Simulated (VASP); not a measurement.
# CuSi16 (a cell with a defect) in VASP: relaxation of the atoms with PBE

Aim: the relaxation of the atoms of CuSi16 (a cell with a defect) with PBE.

Program: VASP 6.6.1. These are calculated values, not measurements. Logs are shortened: lines on timing, memory, paths and dates and some standing lists are left out, and cuts for length are marked.

### Step 1. The cell of the first run

The cell holds a defect, 17 atoms: a = 7.679 Å, b = 7.679 Å, c = 7.679 Å, α = 60.00°, β = 60.00°, γ = 60.00°.

### Step 2. Relaxation of the atoms, PBE

Contents of INCAR:

```
SYSTEM = CuSi16
ALGO = Normal ; EDIFF = 1E-7
EDIFFG = -0.03 ; ENCUT = 520
GGA = PE ; IBRION = 2
ISIF = 2 ; ISMEAR = -1
LASPH = .True. ; LCHARG = .False.
LREAL = Auto ; LWAVE = .False.
NELECT = 74.0 ; NELM = 60
NSW = 80 ; PREC = Accurate
SIGMA = 0.05
```

Contents of KPOINTS:

```
k-points
0
Gamma
  2 2 2
  0 0 0
```

Contents of POSCAR:

```
CuSi16
1.0
    0.0000000000      5.4300000000      5.4300000000
    5.4300000000      0.0000000000      5.4300000000
    5.4300000000      5.4300000000      0.0000000000
Si Cu
16 1
Direct
    0.0000000000      0.0000000000      0.0000000000
    0.1250000000      0.1250000000      0.1250000000
    0.0000000000      0.0000000000      0.5000000000
    0.1250000000      0.1250000000      0.6250000000
    0.0000000000      0.5000000000      0.0000000000
    0.1250000000      0.6250000000      0.1250000000
    0.0000000000      0.5000000000      0.5000000000
    0.1250000000      0.6250000000      0.6250000000
    0.5000000000      0.0000000000      0.0000000000
    0.6250000000      0.1250000000      0.1250000000
    0.5000000000      0.0000000000      0.5000000000
    0.6250000000      0.1250000000      0.6250000000
    0.5000000000      0.5000000000      0.0000000000
    0.6250000000      0.6250000000      0.1250000000
    0.5000000000      0.5000000000      0.5000000000
    0.6250000000      0.6250000000      0.6250000000
    0.2541341100      0.2471893600      1.2467997100
```

Potentials or basis: VASP PAW PBE potentials, release 64 (Si, Cu).

Command:

```bash
$ cat potpaw_PBE.64/Si/POTCAR potpaw_PBE.64/Cu/POTCAR > POTCAR
$ mpirun -np 1 vasp_std > vasp.out
```

OUTCAR:

```text
SYSTEM = CuSi16
   EDIFF = 1E-7
   EDIFFG = -0.03
   ENCUT = 520
   GGA = PE
   IBRION = 2
   ISIF = 2
   ISMEAR = -1
   LASPH = .True.
   LREAL = Auto
   NELECT = 74.0
   NELM = 60
   NSW = 80
   PREC = Accurate

 ion  position               nearest neighbor table
   1  0.000  0.000  0.000-   2 2.35   4 2.35   6 2.35  10 2.35
   2  0.125  0.125  0.125-  17 2.34   3 2.35   5 2.35   9 2.35   1 2.35
   3  0.000  0.000  0.500-   2 2.35   4 2.35   8 2.35  12 2.35  17 2.72
   4  0.125  0.125  0.625-   1 2.35   3 2.35   7 2.35  11 2.35  17 2.37
   5  0.000  0.500  0.000-   2 2.35   6 2.35   8 2.35  14 2.35  17 2.72
   6  0.125  0.625  0.125-   1 2.35   5 2.35   7 2.35  13 2.35  17 2.37
   7  0.000  0.500  0.500-   4 2.35   6 2.35   8 2.35  16 2.35  17 2.75
   8  0.125  0.625  0.625-   3 2.35   5 2.35   7 2.35  15 2.35
   9  0.500  0.000  0.000-   2 2.35  10 2.35  12 2.35  14 2.35  17 2.68
  10  0.625  0.125  0.125-  17 2.33   9 2.35  11 2.35  13 2.35   1 2.35
  11  0.500  0.000  0.500-   4 2.35  10 2.35  12 2.35  16 2.35  17 2.71
  12  0.625  0.125  0.625-   3 2.35   9 2.35  11 2.35  15 2.35
  13  0.500  0.500  0.000-   6 2.35  10 2.35  14 2.35  16 2.35  17 2.71
  14  0.625  0.625  0.125-   5 2.35   9 2.35  13 2.35  15 2.35
  15  0.500  0.500  0.500-   8 2.35  12 2.35  14 2.35  16 2.35
  16  0.625  0.625  0.625-   7 2.35  11 2.35  13 2.35  15 2.35
  17  0.254  0.247  0.247-  10 2.33   2 2.34   6 2.37   4 2.37   9 2.68  13 2.71  11 2.71   5 2.72
                             3 2.72   7 2.75

  LATTYP: Found a face centered cubic cell.
 ALAT       =    10.8600000000

  Lattice vectors:

 A1 = (   0.0000000000,   5.4300000000,   5.4300000000)
 A2 = (   5.4300000000,   0.0000000000,   5.4300000000)
 A3 = (   5.4300000000,   5.4300000000,   0.0000000000)

Analysis of symmetry for initial positions (statically):
=====================================================================
 Subroutine PRICEL returns:
 Original cell was already a primitive cell.

 Routine SETGRP: Setting up the symmetry group for a
 face centered cubic supercell.

 Subroutine GETGRP returns: Found  1 space group operations
 (whereof  1 operations were pure point group operations)
 out of a pool of 48 trial point group operations.

The static configuration has the point symmetry C_1 .

Analysis of symmetry for dynamics (positions and initial velocities):
=====================================================================
 Subroutine PRICEL returns:
 Original cell was already a primitive cell.

 Routine SETGRP: Setting up the symmetry group for a
 face centered cubic supercell.

 Subroutine GETGRP returns: Found  1 space group operations
 (whereof  1 operations were pure point group operations)
 out of a pool of 48 trial point group operations.

The dynamic configuration has the point symmetry C_1 .

 Subroutine INISYM returns: Found  1 space group operations
 (whereof  1 operations are pure point group operations),
 and found     1 'primitive' translations

----------------------------------------------------------------------------------------

                                     Primitive cell

  volume of cell :     320.2060

  direct lattice vectors                    reciprocal lattice vectors
     0.000000000  5.430000000  5.430000000    -0.092081031  0.092081031  0.092081031
     5.430000000  0.000000000  5.430000000     0.092081031 -0.092081031  0.092081031
     5.430000000  5.430000000  0.000000000     0.092081031  0.092081031 -0.092081031

  length of vectors
     7.679179644  7.679179644  7.679179644     0.159489025  0.159489025  0.159489025

  position of ions in fractional coordinates (direct lattice)
     0.000000000  0.000000000  0.000000000
     0.125000000  0.125000000  0.125000000
     0.000000000  0.000000000  0.500000000
     0.125000000  0.125000000  0.625000000
     0.000000000  0.500000000  0.000000000
     0.125000000  0.625000000  0.125000000
[... 9 lines left out ...]
     0.625000000  0.625000000  0.625000000
     0.254134110  0.247189360  0.246799710

  ion indices of the primitive-cell ions
   primitive index   ion index
                 1           1
                 2           2
                 3           3
                 4           4
                 5           5
                 6           6
[... 9 lines left out ...]
                16          16
                17          17

----------------------------------------------------------------------------------------

 KPOINTS: k-points

Automatic generation of k-mesh.
 Grid dimensions read from file:
 generate k-points for:    2    2    2

 Generating k-lattice:

  Cartesian coordinates                     Fractional coordinates (reciprocal lattice)
    -0.046040516  0.046040516  0.046040516     0.500000000  0.000000000  0.000000000
     0.046040516 -0.046040516  0.046040516     0.000000000  0.500000000  0.000000000
     0.046040516  0.046040516 -0.046040516     0.000000000  0.000000000  0.500000000

  Length of vectors
     0.079744512  0.079744512  0.079744512

  Shift w.r.t. Gamma in fractional coordinates (k-lattice)
     0.000000000  0.000000000  0.000000000

 Subroutine IBZKPT returns following result:
 ===========================================

 Found      8 irreducible k-points:

 Following reciprocal coordinates:
            Coordinates               Weight
  0.000000  0.000000  0.000000      1.000000
  0.500000  0.000000  0.000000      1.000000
  0.000000  0.500000  0.000000      1.000000
  0.000000  0.000000  0.500000      1.000000
  0.500000  0.500000  0.500000      1.000000
  0.500000  0.500000  0.000000      1.000000
  0.000000  0.500000  0.500000      1.000000
  0.500000  0.000000  0.500000      1.000000
   k-points           NKPTS =      8   k-points in BZ     NKDIM =      8   number of bands    NBANDS=     46
   number of dos      NEDOS =    301   number of ions     NIONS =     17
   total plane-waves  NPLWV = 216000
   dimension x,y,z NGX =    60 NGY =   60 NGZ =   60
   dimension x,y,z NGXF=   120 NGYF=  120 NGZF=  120
   ions per type =              16   1
   NGX,Y,Z   is equivalent  to a cutoff of  12.99, 12.99, 12.99 a.u.
   NGXF,Y,Z  is equivalent  to a cutoff of  25.98, 25.98, 25.98 a.u.
 SYSTEM =  CuSi16
   PREC   = accura    normal or accurate (medium, high low for compatibility)
   ISTART =      0    job   : 0-new  1-cont  2-samecut
   ICHARG =      2    charge: 1-file 2-atom 10-const
   ISPIN  =      1    spin polarized calculation?
   LNONCOLLINEAR =      F non collinear calculations
   LSORBIT =      F    spin-orbit coupling
   LASPH  =      T    aspherical Exc in radial PAW
   ENCUT  =  520.0 eV  38.22 Ry    6.18 a.u.  14.28 14.28 14.28*2*pi/ulx,y,z
   NELM   =     60;   NELMIN=  2; NELMDL= -5     # of ELM steps
   EDIFF  = 0.1E-06   stopping-criterion for ELM
   LREAL  =      T    real-space projection
   EDIFFG = -.3E-01   stopping-criterion for IOM
   NSW    =     80    number of steps for IOM
   IBRION =      2    ionic relax: 0-MD 1-quasi-New 2-CG
   NFREE  =      1    steps in history (QN), initial steepest desc. (CG)
   ISIF   =      2    stress and relaxation
   ISYM   =      2    0-nonsym 1-usesym 2-fastsym
   POTIM  = 0.5000    time-step for ionic-motion
   TEBEG  =    0.0;   TEEND  =   0.0 temperature during run
   PSTRESS=    0.0 pullay stress
   NELECT =      74.0000    total number of electrons
   NUPDOWN=      -1.0000    fix difference up-down
   EMIN   =  10.00;   EMAX   =-10.00  energy-range for DOS
   EFERMI =   0.00;   METHOD = LEGACY
   ISMEAR =    -1;   SIGMA  =   0.05  broadening in eV -4-tet -1-fermi 0-gaus
   EFERMI_NEDOS =   21; number of points for ismear=-14 and -15
   IALGO  =     38    algorithm
   IMIX   =      4    mixing-type and parameters
     AMIX     =   0.40;   BMIX     =  1.00
     AMIX_MAG =   1.60;   BMIX_MAG =  1.00
  volume/ion in A,a.u.               =      18.84       127.11
  Fermi-wavevector in a.u.,A,eV,Ry     =   1.004636  1.898488 13.732283  1.009294
  Thomas-Fermi vector in A             =   2.137265
   LORBIT       =      0    0 simple, 1 ext, 2 COOP (PROOUT), +10 PAW based schemes
   GGA     = PE    functional components
   LHFCALC =     F    Hartree Fock is set to
   AEXX    =    0.0000 exact exchange contribution
   IVDW    =     0    specifies the selected vdW correction
   LEPSILON=     F    determine dielectric tensor
   LRPA    =     F    only Hartree local field effects (RPA)
 conjugate gradient relaxation of ions
 non-spin polarized calculation
  energy-cutoff  :      520.00
  volume of cell :      320.21
 maximum number of plane-waves:      8646
 NGX is ok and might be reduce to    60
   NGX = 29   NGY = 29   NGZ = 29

--------------------------------------- Ionic step        1  -------------------------------------------

 number of electron      74.0000001 magnetization

 Free energy of the ion-electron system (eV)
  ---------------------------------------------------
  ext. energy  EPLUGINS =         0.00000000
  ---------------------------------------------------
  free energy    TOTEN  =       -94.10059100 eV

  energy without entropy =      -94.07672901  energy(sigma->0) =      -94.08866001

------------------------ aborting loop because EDIFF is reached ----------------------------------------

  FORCE on cell =-STRESS in cart. coord.  units (eV):
  Direction    XX          YY          ZZ          XY          YZ          ZX
  --------------------------------------------------------------------------------------
  -------------------------------------------------------------------------------------
  Total       -0.7018952     -0.7018313     -0.7017903     -0.0607534      0.2640137     -0.0447831
  in kB       -3.5119908     -3.5116711     -3.5114658     -0.3039848      1.3210142     -0.2240758
  external PRESSURE =      -3.5117092 kB  Pullay stress =       0.0000000 kB
[... 240 lines left out ...]
  energy  without entropy=      -94.1790391935  energy(sigma->0) =      -94.19093476

--------------------------------------- Ionic step        6  -------------------------------------------

 number of electron      74.0000000 magnetization

 Free energy of the ion-electron system (eV)
  ---------------------------------------------------
  ext. energy  EPLUGINS =         0.00000000
  ---------------------------------------------------
  free energy    TOTEN  =       -94.20302513 eV

  energy without entropy =      -94.17922058  energy(sigma->0) =      -94.19112286

 E-fermi :   6.3104     XC(G=0):  -9.6030

 val. band max:        6.2842874385   @ k =   0.0000   0.0000   0.0000
 cond. band min:       6.8883926992   @ k =   0.0000   0.0000   0.5000
 fundamental gap:      0.6041052607
 Fermi energy:         6.3103692356

 k-point     1 :       0.0000    0.0000    0.0000
  band No.  band energies     occupation
      1      -5.9013      2.00000
      2      -3.5263      2.00000
      3      -3.5051      2.00000
      4      -3.5029      2.00000
      5      -3.5015      2.00000
      6      -2.0625      2.00000
[... 425 lines left out ...]
  FREE ENERGIE OF THE ION-ELECTRON SYSTEM (eV)
  ---------------------------------------------------
  free  energy   TOTEN  =       -94.2030251299 eV

  energy  without entropy=      -94.1792205801  energy(sigma->0) =      -94.19112286

 reached required accuracy - stopping structural energy minimisation
```

Run time: 20 min. Hardware: 1 thread of Oxide Virtual Turin-like, shared host; peak memory 0.53 GiB.

What came out:

```yaml
Free_energy: -94.2030 eV
Energy_gained_by_relaxing: 6.0 meV/atom
Ionic_steps: 6
Largest_force_after_relaxing: 0.025 eV/Å
```

Forces on the atoms (eV/Å):
```
Si  -0.024  0.004  0.006
Si  -0.007 -0.003 -0.003
Si  -0.001 -0.009  0.003
Si  -0.001  0.003 -0.001
Si   0.000  0.004 -0.009
Si  -0.001 -0.001  0.003
Si   0.003 -0.002 -0.001
Si   0.004  0.000  0.000
Si   0.015  0.002  0.002
Si  -0.007  0.003  0.003
Si  -0.005 -0.007  0.010
Si  -0.001  0.004 -0.005
Si  -0.005  0.010 -0.007
Si  -0.001 -0.005  0.004
Si   0.005 -0.001 -0.001
Si   0.006  0.001  0.000
Cu   0.019 -0.003 -0.004
```

Step by step:
| step | energy change (eV) | largest force (eV/Å) | pressure (GPa) |
| --- | --- | --- | --- |
| 1 | 0.0000 | 0.9737 | -0.35 |
| 2 | -0.1002 | 0.1033 | -0.76 |
| 3 | -0.1003 | 0.0840 | -0.75 |
| 4 | -0.1021 | 0.0414 | -0.74 |
| 5 | -0.1022 | 0.0433 | -0.74 |
| 6 | -0.1024 | 0.0248 | -0.74 |

Final structure:
```
Si Cu
1.0
     0.00000    5.43000    5.43000
     5.43000    0.00000    5.43000
     5.43000    5.43000    0.00000
Si Cu
16 1
Direct
  0.00084 0.99943 0.99936
  0.12258 0.12303 0.12306
  0.99774 0.99775 0.50213
  0.12311 0.12355 0.63009
  0.99774 0.50214 0.99775
  0.12307 0.63018 0.12354
  0.99776 0.50224 0.50223
  0.12727 0.62427 0.62428
  0.50237 0.99769 0.99770
  0.63190 0.12280 0.12282
  0.50245 0.99774 0.50208
  0.62409 0.12755 0.62423
  0.50244 0.50209 0.99774
  0.62408 0.62422 0.12757
  0.49997 0.50002 0.50002
  0.62411 0.62426 0.62427
  0.25262 0.24821 0.24794
```

Caveat: the k points lie up to 0.50 Å⁻¹ apart; the cell carries a net charge on a neutralising background, which shifts energy and pressure; the cell is charged against a uniform background, so pressure and absolute levels hang on convention.
